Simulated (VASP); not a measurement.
# KCl (Pm-3m) in VASP: settings compared, part 2 of 2

VASP 6.6.1. Earlier steps stand in the parts before.

### Step 5. Relaxation of cell and atoms, LDA

This run uses another cell than the first one, of 28.19 Å³/atom, 1.051 times its volume.

Contents of INCAR:

```
ALGO = Normal
EDIFF = 1E-7
EDIFFG = -0.005
ENCUT = 600
GGA = CA
IBRION = 2
ISIF = 3
ISMEAR = -1
LASPH = True
LCHARG = False
LREAL = False
LWAVE = False
NELM = 60
NSW = 80
PREC = Accurate
SIGMA = 0.02
```

Contents of KPOINTS:

```
k-points
0
Gamma
  6 6 6
```

Contents of POSCAR:

```
KCl
1.0
    3.8344708363      0.0000000000      0.0000000000
    0.0000000000      3.8344708363      0.0000000000
    0.0000000000      0.0000000000      3.8344708363
K Cl
1 1
Direct
    0.0000000000      0.0000000000      0.0000000000
    0.5000000000      0.5000000000      0.5000000000
```

Potentials or basis: VASP PAW LDA potentials, release 64 (K_sv, Cl).

The run is started by

```console
> cat potpaw_LDA.64/K_sv/POTCAR potpaw_LDA.64/Cl/POTCAR > POTCAR
> mpirun -np 1 vasp_std > vasp.out
```

OUTCAR:

```text
EDIFF = 1E-7
   EDIFFG = -0.005
   ENCUT = 600
   GGA = CA
   IBRION = 2
   ISIF = 3
   ISMEAR = -1
   LASPH = True
   LREAL = False
   NELM = 60
   NSW = 80
   PREC = Accurate

 ion  position               nearest neighbor table
   1  0.000  0.000  0.000-
   2  0.500  0.500  0.500-

  LATTYP: Found a simple cubic cell.
 ALAT       =     3.8344708363

  Lattice vectors:

 A1 = (   3.8344708363,   0.0000000000,   0.0000000000)
 A2 = (   0.0000000000,   3.8344708363,   0.0000000000)
 A3 = (   0.0000000000,   0.0000000000,   3.8344708363)

Analysis of symmetry for initial positions (statically):
=====================================================================
 Subroutine PRICEL returns:
 Original cell was already a primitive cell.

 Routine SETGRP: Setting up the symmetry group for a
 simple cubic supercell.

 Subroutine GETGRP returns: Found 48 space group operations
 (whereof 48 operations were pure point group operations)
 out of a pool of 48 trial point group operations.

The static configuration has the point symmetry O_h .

Analysis of symmetry for dynamics (positions and initial velocities):
=====================================================================
 Subroutine PRICEL returns:
 Original cell was already a primitive cell.

 Routine SETGRP: Setting up the symmetry group for a
 simple cubic supercell.

 Subroutine GETGRP returns: Found 48 space group operations
 (whereof 48 operations were pure point group operations)
 out of a pool of 48 trial point group operations.

The dynamic configuration has the point symmetry O_h .

 Subroutine INISYM returns: Found 48 space group operations
 (whereof 48 operations are pure point group operations),
 and found     1 'primitive' translations

----------------------------------------------------------------------------------------

                                     Primitive cell

  volume of cell :      56.3789

  direct lattice vectors                    reciprocal lattice vectors
     3.834470836  0.000000000  0.000000000     0.260792178  0.000000000  0.000000000
     0.000000000  3.834470836  0.000000000     0.000000000  0.260792178  0.000000000
     0.000000000  0.000000000  3.834470836     0.000000000  0.000000000  0.260792178

  length of vectors
     3.834470836  3.834470836  3.834470836     0.260792178  0.260792178  0.260792178

  position of ions in fractional coordinates (direct lattice)
     0.000000000  0.000000000  0.000000000
     0.500000000  0.500000000  0.500000000

  ion indices of the primitive-cell ions
   primitive index   ion index
                 1           1
                 2           2

----------------------------------------------------------------------------------------

 KPOINTS: k-points

Automatic generation of k-mesh.
 Grid dimensions read from file:
 generate k-points for:    6    6    6

 Generating k-lattice:

  Cartesian coordinates                     Fractional coordinates (reciprocal lattice)
     0.043465363  0.000000000  0.000000000     0.166666667  0.000000000  0.000000000
     0.000000000  0.043465363  0.000000000     0.000000000  0.166666667  0.000000000
     0.000000000  0.000000000  0.043465363     0.000000000  0.000000000  0.166666667

  Length of vectors
     0.043465363  0.043465363  0.043465363
[... 47 lines left out ...]
   ENCUT  =  600.0 eV  44.10 Ry    6.64 a.u.   7.66  7.66  7.66*2*pi/ulx,y,z
   NELM   =     60;   NELMIN=  2; NELMDL= -5     # of ELM steps
   EDIFF  = 0.1E-06   stopping-criterion for ELM
   LREAL  =      F    real-space projection
   EDIFFG = -.5E-02   stopping-criterion for IOM
   NSW    =     80    number of steps for IOM
   IBRION =      2    ionic relax: 0-MD 1-quasi-New 2-CG
   NFREE  =      1    steps in history (QN), initial steepest desc. (CG)
   ISIF   =      3    stress and relaxation
   ISYM   =      2    0-nonsym 1-usesym 2-fastsym
   POTIM  = 0.5000    time-step for ionic-motion
   TEBEG  =    0.0;   TEEND  =   0.0 temperature during run
   PSTRESS=    0.0 pullay stress
   NELECT =      16.0000    total number of electrons
   NUPDOWN=      -1.0000    fix difference up-down
   EMIN   =  10.00;   EMAX   =-10.00  energy-range for DOS
   EFERMI =   0.00;   METHOD = LEGACY
   ISMEAR =    -1;   SIGMA  =   0.02  broadening in eV -4-tet -1-fermi 0-gaus
   EFERMI_NEDOS =   21; number of points for ismear=-14 and -15
   IALGO  =     38    algorithm
   IMIX   =      4    mixing-type and parameters
     AMIX     =   0.40;   BMIX     =  1.00
     AMIX_MAG =   1.60;   BMIX_MAG =  1.00
  volume/ion in A,a.u.               =      28.19       190.23
  Fermi-wavevector in a.u.,A,eV,Ry     =   1.075828  2.033020 15.747454  1.157405
  Thomas-Fermi vector in A             =   2.211695
   LORBIT       =      0    0 simple, 1 ext, 2 COOP (PROOUT), +10 PAW based schemes
   GGA     = CA    functional components
   LHFCALC =     F    Hartree Fock is set to
   AEXX    =    0.0000 exact exchange contribution
   IVDW    =     0    specifies the selected vdW correction
   LEPSILON=     F    determine dielectric tensor
   LRPA    =     F    only Hartree local field effects (RPA)
 conjugate gradient relaxation of ions
 non-spin polarized calculation
  energy-cutoff  :      600.00
  volume of cell :       56.38
 maximum number of plane-waves:      1924
 NGX is ok and might be reduce to    32
   NGX = 15   NGY = 15   NGZ = 15

--------------------------------------- Ionic step        1  -------------------------------------------

 number of electron      16.0000005 magnetization

 Free energy of the ion-electron system (eV)
  ---------------------------------------------------
  ext. energy  EPLUGINS =         0.00000000
  ---------------------------------------------------
  free energy    TOTEN  =        -7.25965667 eV

  energy without entropy =       -7.25965667  energy(sigma->0) =       -7.25965667

------------------------ aborting loop because EDIFF is reached ----------------------------------------

  FORCE on cell =-STRESS in cart. coord.  units (eV):
  Direction    XX          YY          ZZ          XY          YZ          ZX
  --------------------------------------------------------------------------------------
  -------------------------------------------------------------------------------------
  Total       -1.0708694     -1.0708694     -1.0708694     -0.0000000     -0.0000000     -0.0000000
  in kB      -30.4320184    -30.4320184    -30.4320184     -0.0000000     -0.0000000     -0.0000000
  external PRESSURE =     -30.4320184 kB  Pullay stress =       0.0000000 kB
[... 23 lines left out ...]
--------------------------------------- Ionic step        2  -------------------------------------------

 number of electron      15.9999996 magnetization

 E-fermi :  -0.2236     XC(G=0):  -8.9822

 val. band max:       -0.6405879530   @ k =   0.5000   0.5000   0.0000
 cond. band min:       4.0835225380   @ k =   0.0000   0.0000   0.0000
 fundamental gap:      4.7241104910
 Fermi energy:        -0.2235906464

 k-point     1 :       0.0000    0.0000    0.0000
  band No.  band energies     occupation
      1     -28.1920      2.00000
      2     -13.2903      2.00000
      3     -11.7937      2.00000
      4     -11.7937      2.00000
      5     -11.7937      2.00000
      6      -0.8677      2.00000
      7      -0.8677      2.00000
      8      -0.8677      2.00000
      9       4.0835      0.00000
     10       5.5113      0.00000
     11       5.5113      0.00000
     12      10.0565      0.00000
[... 348 lines left out ...]
  FREE ENERGIE OF THE ION-ELECTRON SYSTEM (eV)
  ---------------------------------------------------
  free  energy   TOTEN  =        -7.3483215306 eV

  energy  without entropy=       -7.3483215306  energy(sigma->0) =       -7.34832153

[... ionic steps 4 to 15 ...]

--------------------------------------- Ionic step       16  -------------------------------------------

 number of electron      16.0000002 magnetization

------------------------ aborting loop because EDIFF is reached ----------------------------------------
[... 67 lines left out ...]
--------------------------------------- Ionic step       18  -------------------------------------------

 number of electron      16.0000002 magnetization

 Free energy of the ion-electron system (eV)
  ---------------------------------------------------
  ext. energy  EPLUGINS =         0.00000000
  ---------------------------------------------------
  free energy    TOTEN  =        -7.34868453 eV

  energy without entropy =       -7.34868453  energy(sigma->0) =       -7.34868453

 E-fermi :   0.2314     XC(G=0):  -9.3191

 val. band max:       -0.2016462237   @ k =   0.5000   0.5000   0.0000
 cond. band min:       4.8955659960   @ k =   0.0000   0.0000   0.0000
 fundamental gap:      5.0972122197
 Fermi energy:         0.2313952911

 k-point     1 :       0.0000    0.0000    0.0000
  band No.  band energies     occupation
      1     -27.6636      2.00000
      2     -13.0216      2.00000
      3     -11.2444      2.00000
      4     -11.2444      2.00000
      5     -11.2444      2.00000
      6      -0.4402      2.00000
      7      -0.4402      2.00000
      8      -0.4402      2.00000
      9       4.8956      0.00000
     10       5.8364      0.00000
     11       5.8364      0.00000
     12      10.6768      0.00000
[... 312 lines left out ...]
  FREE ENERGIE OF THE ION-ELECTRON SYSTEM (eV)
  ---------------------------------------------------
  free  energy   TOTEN  =        -7.3486845266 eV

  energy  without entropy=       -7.3486845266  energy(sigma->0) =       -7.34868453

 reached required accuracy - stopping structural energy minimisation
```

Run time: 87 s. Hardware: 1 thread of Intel Xeon Platinum 8488C (Sapphire Rapids), shared host; peak memory 0.17 GiB.

Results:

```yaml
Free_energy: -7.3487 eV
Relaxed_volume: 24.17 Å³/atom
Relaxed_cell: a = 3.643 Å, b = 3.643 Å, c = 3.643 Å, α = 90.00°, β = 90.00°, γ = 90.00°
Space_group_after_relaxing_to_0.05_Å: Pm-3m (No. 221)
Energy_gained_by_relaxing: 44.5 meV/atom
Ionic_steps: 18
Pressure_after_relaxing: 0.0 GPa
Band_gap_on_the_k_mesh: 5.10 eV, indirect (least direct gap 5.34 eV)
```

The path:
```
step  energy change (eV)  largest force (eV/Å)  pressure (GPa)  volume (Å³)
   1              0.0000                0.0000           -3.04        56.38
   2             -0.0659                0.0000           -1.81        52.12
   3             -0.0887                0.0000           -0.26        48.78
   4             -0.0890                0.0000            0.04        48.27
   5             -0.0890                0.0000           -0.05        48.43
   6             -0.0890                0.0000           -0.06        48.43
   7             -0.0890                0.0000           -0.06        48.42
   8             -0.0890                0.0000           -0.05        48.42
   9             -0.0890                0.0000           -0.05        48.42
  10             -0.0890                0.0000           -0.05        48.42
  11             -0.0890                0.0000           -0.06        48.42
  12             -0.0890                0.0000           -0.06        48.42
  13             -0.0890                0.0000           -0.06        48.42
  14             -0.0890                0.0000           -0.05        48.42
  15             -0.0890                0.0000           -0.05        48.41
  16             -0.0890                0.0000           -0.05        48.40
  17             -0.0890                0.0000           -0.04        48.39
  18             -0.0890                0.0000           -0.01        48.35
```

Final structure:
```
K Cl
1.0
     3.64301    0.00000    0.00000
     0.00000    3.64301    0.00000
     0.00000    0.00000    3.64301
K Cl
1 1
Direct
  0.00000 0.00000 0.00000
  0.50000 0.50000 0.50000
```

A k mesh can miss the band edges. As with any semilocal functional, this LDA gap is likely too small.

### Step 6. The runs side by side

```tsv
task	level	potentials or basis	cell	k mesh	cutoff (eV)	smearing	gap on the mesh (eV)	pressure (GPa)	relaxed volume (Å³/atom)
single point	r2SCAN	VASP PAW PBE potentials, release 64 (K_sv, Cl)	a = 3.771 Å, 2 atoms	8 × 8 × 8	520	gaussian 0.01 eV	5.81	0.0	-
relaxation of cell and atoms	PBE	VASP PAW PBE potentials, release 64 (K_sv, Cl)	relaxed from a = 3.705 Å, 2 atoms	6 × 6 × 6	600	fermi-dirac 0.02 eV	4.80	0.0	28.29
relaxation of cell and atoms	PBEsol	VASP PAW PBE potentials, release 64 (K_sv, Cl)	relaxed from a = 3.834 Å, 2 atoms	6 × 6 × 6	600	fermi-dirac 0.02 eV	4.94	0.0	26.22
relaxation of cell and atoms	LDA	VASP PAW LDA potentials, release 64 (K_sv, Cl)	relaxed from a = 3.834 Å, 2 atoms	6 × 6 × 6	600	fermi-dirac 0.02 eV	5.10	0.0	24.17
```

Alike in all rows: no spin polarisation.

Caveats: the PAW data sets were made with another functional, which shifts forces and pressure a little (some runs).

Absolute energies hang on the potentials; compare differences alone.
